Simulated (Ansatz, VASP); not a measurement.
**Two plane-wave programs on Hf2Bi3O2**

```
Hf Bi O
1.0
     4.20462    0.00000    0.00000
     0.00000    4.20462    0.00000
     0.00000    0.00000    8.61934
Hf Bi O
2 3 2
Direct
  0.00000 0.00000 0.72132
  0.00000 0.00000 0.08173
  0.50000 0.50000 0.82101
  0.50000 0.00000 0.43699
  0.00000 0.50000 0.43699
  0.50000 0.00000 0.12806
  0.00000 0.50000 0.12806
```

Alike in both runs: task single point; functional PBE; k mesh 4 × 4 × 2; occupations gaussian, width 0.1 eV; no spin polarisation.

|  | VASP | Ansatz |
| --- | --- | --- |
| version | VASP 6.6.1 | Ansatz 0.2.0 |
| potentials or method | VASP PAW PBE potentials, release 64 (Hf_pv, Bi_d, O), cutoff 600 eV | scalar-relativistic, plane waves, PAW |
| valence electrons in the cell | 77 | 109 |

```tsv
	VASP	Ansatz	Ansatz less VASP
gap on the k mesh at the Fermi level (eV)	none	none	-
pressure (GPa)	0.1	0.7	+0.58
traceless stress, the component that is largest in VASP (GPa)	1.72	1.52	-0.199
rms of the force components (eV/Å)	0.362	0.338	-0.0241
```

Atom by atom the forces differ by 0.025 eV/Å (rms over components). A gap of «none» marks a metal or a gap that the smearing closes. VASP's potentials hold 77 valence electrons a cell and Ansatz's 109, so a difference there can come from the potentials and not from the codes.

The k mesh is coarse, so the values compare programs but aren't converged. Neither program's run includes spin-orbit coupling.
